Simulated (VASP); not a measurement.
**SrTiO3: single point with PBE**

The system is SrTiO3.

```xyz
5
Lattice="3.8966 0.0000 0.0000 0.0000 3.8966 0.0000 0.0000 0.0000 3.8966" Properties=species:S:1:pos:R:3 pbc="T T T"
Sr    1.9483    1.9483    1.9483
Ti    0.0000    0.0000    0.0000
O     1.9483    0.0000    0.0000
O     0.0000    1.9483    0.0000
O     0.0000    0.0000    1.9483
```

This cell differs from its parent crystal: volume scaled by 0.97.

* Program: VASP 6.6.1
* Task: single point
* Functional: PBE
* Potentials or basis: VASP PAW PBE potentials, release 64 (Sr_sv, Ti_sv, O)
* Cutoff: 520 eV
* k mesh: 8 × 8 × 8
* Occupations: gaussian, width 0.02 eV
* Spin: no spin polarisation

```json
{
  "Pressure": "6.2 GPa",
  "Band gap on the k mesh": "1.87 eV, indirect (least direct gap 2.22 eV)"
}
```

Levels at points of the mesh, in eV from the valence-band top:
| k point | band 17 | band 18 | band 19 | band 20 | band 21 | band 22 | band 23 | band 24 |
| --- | --- | --- | --- | --- | --- | --- | --- | --- |
| (0.00, 0.00, 0.00) | -1.18 | -0.35 | -0.35 | -0.35 | 1.87 | 1.87 | 1.87 | 4.35 |
| (0.50, 0.00, 0.00) | -2.37 | -2.01 | -0.73 | -0.73 | 2.04 | 3.81 | 3.81 | 4.37 |
| (0.50, 0.50, 0.00) | -1.72 | -1.58 | -1.58 | -0.09 | 3.82 | 3.82 | 4.28 | 5.35 |
| (0.50, 0.50, 0.50) | -3.76 | 0.00 | 0.00 | 0.00 | 4.50 | 4.50 | 4.50 | 6.97 |

Run time: 59 s on 1 thread of Intel(R) Xeon(R) Platinum 8259CL CPU @ 2.50GHz (Skylake/Cascade Lake), with other jobs on the host, peak memory 0.2 GiB.

 A k mesh can miss the band edges.
